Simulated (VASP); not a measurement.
# BeS (a.bB) (F-43m) in VASP: single point with PBEsol

Aim: the single point of BeS (a.bB) with PBEsol.

All numbers are computed with VASP 6.6.1; they aren't measurements. Logs are shortened: lines on timing, memory, paths and dates and some standing lists are left out, and cuts for length are marked.

**1. The cell of the first run**

It takes space group F-43m (No. 216, cubic). The conventional cell has a = 4.838 Å, b = 4.838 Å, c = 4.838 Å, α = 90.00°, β = 90.00°, γ = 90.00°. Be (site symmetry -43m) has 4 S at 2.09 Å within 2.8 Å. S (site symmetry -43m) has 4 Be at 2.09 Å within 2.8 Å.

**2. Single point, PBEsol**

File INCAR:

```
SYSTEM = BeS
  ALGO = Normal
  EDIFF = 1E-6
  ENCUT = 600
  GGA = PS
  GGA_COMPAT = .False.
  ISIF = 2
  ISMEAR = 0
  LASPH = .True.
  LCHARG = .True.
  LELF = .True.
  LREAL = .False.
  LVHAR = .True.
  LWAVE = .False.
  NBANDS = 11
  NELM = 120
  PREC = Accurate
  SIGMA = 0.02
```

File KPOINTS:

```
k-points
0
Gamma
  8 8 8
  0 0 0
```

File POSCAR:

```
BeS
1.0
    0.0000000000      2.4190209032      2.4190209032
    2.4190209032      0.0000000000      2.4190209032
    2.4190209032      2.4190209032      0.0000000000
Be S
1 1
Direct
    0.0000000000      0.0000000000      0.0000000000
    0.2500000000      0.2500000000      0.2500000000
```

Potentials or basis: VASP PAW PBE potentials, release 64 (Be, S).

Launch:

```
$ cat potpaw_PBE.64/Be/POTCAR potpaw_PBE.64/S/POTCAR > POTCAR
$ mpirun -np 1 vasp_std > vasp.out
```

OUTCAR:

```text
SYSTEM = BeS
   EDIFF = 1E-6
   ENCUT = 600
   GGA = PS
   ISIF = 2
   ISMEAR = 0
   LASPH = .True.
   LREAL = .False.
   NELM = 120
   PREC = Accurate

 ion  position               nearest neighbor table
   1  0.000  0.000  0.000-   2 2.09   2 2.09   2 2.09   2 2.09
   2  0.250  0.250  0.250-   1 2.09   1 2.09   1 2.09   1 2.09

  LATTYP: Found a face centered cubic cell.
 ALAT       =     4.8380418064

  Lattice vectors:

 A1 = (   0.0000000000,   2.4190209032,   2.4190209032)
 A2 = (   2.4190209032,   0.0000000000,   2.4190209032)
 A3 = (   2.4190209032,   2.4190209032,   0.0000000000)

Analysis of symmetry for initial positions (statically):
=====================================================================
 Subroutine PRICEL returns:
 Original cell was already a primitive cell.

 Routine SETGRP: Setting up the symmetry group for a
 face centered cubic supercell.

 Subroutine GETGRP returns: Found 24 space group operations
 (whereof 24 operations were pure point group operations)
 out of a pool of 48 trial point group operations.

The static configuration has the point symmetry T_d .

Analysis of symmetry for dynamics (positions and initial velocities):
=====================================================================
 Subroutine PRICEL returns:
 Original cell was already a primitive cell.

 Routine SETGRP: Setting up the symmetry group for a
 face centered cubic supercell.

 Subroutine GETGRP returns: Found 24 space group operations
 (whereof 24 operations were pure point group operations)
 out of a pool of 48 trial point group operations.

The dynamic configuration has the point symmetry T_d .

 Subroutine INISYM returns: Found 24 space group operations
 (whereof 24 operations are pure point group operations),
 and found     1 'primitive' translations

----------------------------------------------------------------------------------------

                                     Primitive cell

  volume of cell :      28.3106

  direct lattice vectors                    reciprocal lattice vectors
     0.000000000  2.419020903  2.419020903    -0.206695196  0.206695196  0.206695196
     2.419020903  0.000000000  2.419020903     0.206695196 -0.206695196  0.206695196
     2.419020903  2.419020903  0.000000000     0.206695196  0.206695196 -0.206695196

  length of vectors
     3.421012169  3.421012169  3.421012169     0.358006581  0.358006581  0.358006581

  position of ions in fractional coordinates (direct lattice)
     0.000000000  0.000000000  0.000000000
     0.250000000  0.250000000  0.250000000

  ion indices of the primitive-cell ions
   primitive index   ion index
                 1           1
                 2           2

----------------------------------------------------------------------------------------

 KPOINTS: k-points

Automatic generation of k-mesh.
 Grid dimensions read from file:
 generate k-points for:    8    8    8

 Generating k-lattice:

  Cartesian coordinates                     Fractional coordinates (reciprocal lattice)
    -0.025836900  0.025836900  0.025836900     0.125000000  0.000000000  0.000000000
     0.025836900 -0.025836900  0.025836900     0.000000000  0.125000000  0.000000000
     0.025836900  0.025836900 -0.025836900     0.000000000  0.000000000  0.125000000

  Length of vectors
     0.044750823  0.044750823  0.044750823

  Shift w.r.t. Gamma in fractional coordinates (k-lattice)
     0.000000000  0.000000000  0.000000000

 Subroutine IBZKPT returns following result:
 ===========================================

 Found     29 irreducible k-points:

 Following reciprocal coordinates:
            Coordinates               Weight
  0.000000  0.000000  0.000000      1.000000
  0.125000  0.000000  0.000000      8.000000
  0.250000  0.000000  0.000000      8.000000
  0.375000  0.000000  0.000000      8.000000
  0.500000  0.000000  0.000000      4.000000
  0.125000  0.125000  0.000000      6.000000
[... 16 lines left out ...]
  0.500000  0.250000  0.125000     48.000000
 -0.375000  0.250000  0.125000     24.000000
 [... further k-points ...]
   k-points           NKPTS =     29   k-points in BZ     NKDIM =     29   number of bands    NBANDS=     11
   number of dos      NEDOS =    301   number of ions     NIONS =      2
   total plane-waves  NPLWV =  21952
   dimension x,y,z NGX =    28 NGY =   28 NGZ =   28
   dimension x,y,z NGXF=    56 NGYF=   56 NGZF=   56
   ions per type =               1   1
   NGX,Y,Z   is equivalent  to a cutoff of  13.61, 13.61, 13.61 a.u.
   NGXF,Y,Z  is equivalent  to a cutoff of  27.21, 27.21, 27.21 a.u.
 SYSTEM =  BeS
   PREC   = accura    normal or accurate (medium, high low for compatibility)
   ISTART =      0    job   : 0-new  1-cont  2-samecut
   ICHARG =      2    charge: 1-file 2-atom 10-const
   ISPIN  =      1    spin polarized calculation?
   LNONCOLLINEAR =      F non collinear calculations
   LSORBIT =      F    spin-orbit coupling
   LASPH  =      T    aspherical Exc in radial PAW
   ENCUT  =  600.0 eV  44.10 Ry    6.64 a.u.   6.83  6.83  6.83*2*pi/ulx,y,z
   NELM   =    120;   NELMIN=  2; NELMDL= -5     # of ELM steps
   EDIFF  = 0.1E-05   stopping-criterion for ELM
   LREAL  =      F    real-space projection
   EDIFFG = 0.1E-04   stopping-criterion for IOM
   NSW    =      0    number of steps for IOM
   IBRION =     -1    ionic relax: 0-MD 1-quasi-New 2-CG
   NFREE  =      0    steps in history (QN), initial steepest desc. (CG)
   ISIF   =      2    stress and relaxation
   ISYM   =      2    0-nonsym 1-usesym 2-fastsym
   POTIM  = 0.5000    time-step for ionic-motion
   TEBEG  =    0.0;   TEEND  =   0.0 temperature during run
   PSTRESS=    0.0 pullay stress
   NELECT =       8.0000    total number of electrons
   NUPDOWN=      -1.0000    fix difference up-down
   EMIN   =  10.00;   EMAX   =-10.00  energy-range for DOS
   EFERMI =   0.00;   METHOD = LEGACY
   ISMEAR =     0;   SIGMA  =   0.02  broadening in eV -4-tet -1-fermi 0-gaus
   EFERMI_NEDOS =   21; number of points for ismear=-14 and -15
   IALGO  =     38    algorithm
   IMIX   =      4    mixing-type and parameters
     AMIX     =   0.40;   BMIX     =  1.00
     AMIX_MAG =   1.60;   BMIX_MAG =  1.00
  volume/ion in A,a.u.               =      14.16        95.52
  Fermi-wavevector in a.u.,A,eV,Ry     =   1.074291  2.030115 15.702495  1.154101
  Thomas-Fermi vector in A             =   2.210115
   LORBIT       =      0    0 simple, 1 ext, 2 COOP (PROOUT), +10 PAW based schemes
   GGA     = PS    functional components
   LHFCALC =     F    Hartree Fock is set to
   AEXX    =    0.0000 exact exchange contribution
   IVDW    =     0    specifies the selected vdW correction
   LEPSILON=     F    determine dielectric tensor
   LRPA    =     F    only Hartree local field effects (RPA)
 non-spin polarized calculation
 Gauss-broadening in eV      SIGMA  =   0.02
  energy-cutoff  :      600.00
  volume of cell :       28.31
 maximum number of plane-waves:       960
   NGX = 13   NGY = 13   NGZ = 13

 number of electron       8.0000000 magnetization

 Free energy of the ion-electron system (eV)
  ---------------------------------------------------
  ext. energy  EPLUGINS =         0.00000000
  ---------------------------------------------------
  free energy    TOTEN  =       -10.56435190 eV

  energy without entropy =      -10.56435190  energy(sigma->0) =      -10.56435190

 E-fermi :   4.3543     XC(G=0):  -9.9314

 val. band max:        4.2211803599   @ k =   0.0000   0.0000   0.0000
 cond. band min:       7.1325143093   @ k =   0.5000   0.5000   0.0000
 fundamental gap:      2.9113339493
 Fermi energy:         4.3542662810

 k-point     1 :       0.0000    0.0000    0.0000
  band No.  band energies     occupation
      1      -9.5467      2.00000
      2       4.2212      2.00000
      3       4.2212      2.00000
      4       4.2212      2.00000
      5       9.8277      0.00000
      6       9.8277      0.00000
      7       9.8277      0.00000
      8       9.9897      0.00000
      9      17.0304      0.00000
     10      17.0304      0.00000
     11      18.9546      0.00000

 k-point     2 :       0.1250    0.0000    0.0000
  band No.  band energies     occupation
      1      -9.3657      2.00000
      2       2.9884      2.00000
      3       4.0167      2.00000
      4       4.0167      2.00000
      5       9.7373      0.00000
      6      10.1901      0.00000
      7      10.1901      0.00000
      8      11.3221      0.00000
      9      16.2987      0.00000
     10      16.2987      0.00000
     11      18.7515      0.00000

 k-point     3 :       0.2500    0.0000    0.0000
  band No.  band energies     occupation
      1      -8.8660      2.00000
      2       0.8436      2.00000
      3       3.6111      2.00000
      4       3.6111      2.00000
      5       9.6937      0.00000
      6      10.7348      0.00000
      7      10.7348      0.00000
      8      13.4262      0.00000
      9      16.0473      0.00000
     10      16.0473      0.00000
     11      18.2917      0.00000

 k-point     4 :       0.3750    0.0000    0.0000
  band No.  band energies     occupation
      1      -8.2270      2.00000
      2      -0.9513      2.00000
      3       3.2858      2.00000
      4       3.2858      2.00000
      5       9.6475      0.00000
      6      10.7847      0.00000
      7      10.7847      0.00000
      8      14.8578      0.00000
      9      17.4329      0.00000
     10      17.4329      0.00000
     11      18.5289      0.00000

 k-point     5 :       0.5000    0.0000    0.0000
  band No.  band energies     occupation
      1      -7.8912      2.00000
      2      -1.6910      2.00000
      3       3.1674      2.00000
      4       3.1674      2.00000
      5       9.6261      0.00000
      6      10.7015      0.00000
      7      10.7015      0.00000
      8      15.2326      0.00000
      9      19.1823      0.00000
     10      19.1823      0.00000
     11      19.3124      0.00000
[... 211 lines left out ...]
 k-point    21 :       0.5000    0.5000    0.0000
  band No.  band energies     occupation
      1      -7.3349      2.00000
      2      -0.8872      2.00000
      3       1.5223      2.00000
      4       1.5223      2.00000
      5       7.1325      0.00000
      6       9.0262      0.00000
      7      17.0300      0.00000
      8      17.0300      0.00000
      9      19.7225      0.00000
     10      20.6668      0.00000
     11      21.1152      0.00000

 k-point    22 :       0.3750    0.2500    0.1250
  band No.  band energies     occupation
      1      -8.4569      2.00000
      2       0.6133      2.00000
      3       2.0226      2.00000
      4       3.0753      2.00000
      5       9.6472      0.00000
      6      11.4521      0.00000
      7      11.6392      0.00000
      8      12.7540      0.00000
      9      15.7816      0.00000
     10      18.6164      0.00000
     11      20.1354      0.00000

 k-point    23 :       0.5000    0.2500    0.1250
  band No.  band energies     occupation
      1      -7.8936      2.00000
      2      -0.5754      2.00000
      3       1.4809      2.00000
      4       2.5899      2.00000
      5      10.1076      0.00000
      6      10.9580      0.00000
      7      12.6500      0.00000
      8      13.4627      0.00000
      9      16.8058      0.00000
     10      18.5961      0.00000
     11      20.7121      0.00000

 k-point    24 :      -0.3750    0.2500    0.1250
  band No.  band energies     occupation
      1      -7.6084      2.00000
      2      -1.1463      2.00000
      3       1.3875      2.00000
      4       2.3370      2.00000
      5      10.1866      0.00000
      6      10.7412      0.00000
      7      13.3406      0.00000
      8      14.6760      0.00000
      9      15.6066      0.00000
     10      19.5673      0.00000
     11      20.1389      0.00000

 [... further k-points ...]

------------------------ aborting loop because EDIFF is reached ----------------------------------------

  FORCE on cell =-STRESS in cart. coord.  units (eV):
  Direction    XX          YY          ZZ          XY          YZ          ZX
  --------------------------------------------------------------------------------------
  -------------------------------------------------------------------------------------
  Total        0.0331369      0.0331369      0.0331369     -0.0000000      0.0000000     -0.0000000
  in kB        1.8753103      1.8753103      1.8753103     -0.0000000      0.0000000     -0.0000000
  external PRESSURE =       1.8753103 kB  Pullay stress =       0.0000000 kB

 VOLUME and BASIS-vectors are now :
 -----------------------------------------------------------------------------
  energy-cutoff  :      600.00
  volume of cell :       28.31
      direct lattice vectors                 reciprocal lattice vectors
     0.000000000  2.419020903  2.419020903    -0.206695196  0.206695196  0.206695196
     2.419020903  0.000000000  2.419020903     0.206695196 -0.206695196  0.206695196
     2.419020903  2.419020903  0.000000000     0.206695196  0.206695196 -0.206695196

 POSITION                                       TOTAL-FORCE (eV/Angst)
 -----------------------------------------------------------------------------------
      0.00000      0.00000      0.00000         0.000000      0.000000      0.000000
      1.20951      1.20951      1.20951        -0.000000     -0.000000     -0.000000
 -----------------------------------------------------------------------------------
    total drift:                               -0.000000     -0.000000      0.000000

  FREE ENERGIE OF THE ION-ELECTRON SYSTEM (eV)
  ---------------------------------------------------
  free  energy   TOTEN  =       -10.5643519006 eV

  energy  without entropy=      -10.5643519006  energy(sigma->0) =      -10.56435190
```

Wall time 18 s (1 thread of Intel Xeon 8259CL, shared host); peak memory 0.15 GiB.

What came out:

```yaml
Free_energy: -10.5644 eV
Pressure: 0.2 GPa
Band_gap_on_the_k_mesh: 2.91 eV, indirect (least direct gap 5.61 eV)
```

Caveat: the PAW data sets were made with another functional, which shifts forces and pressure a little. A k mesh can miss the band edges.
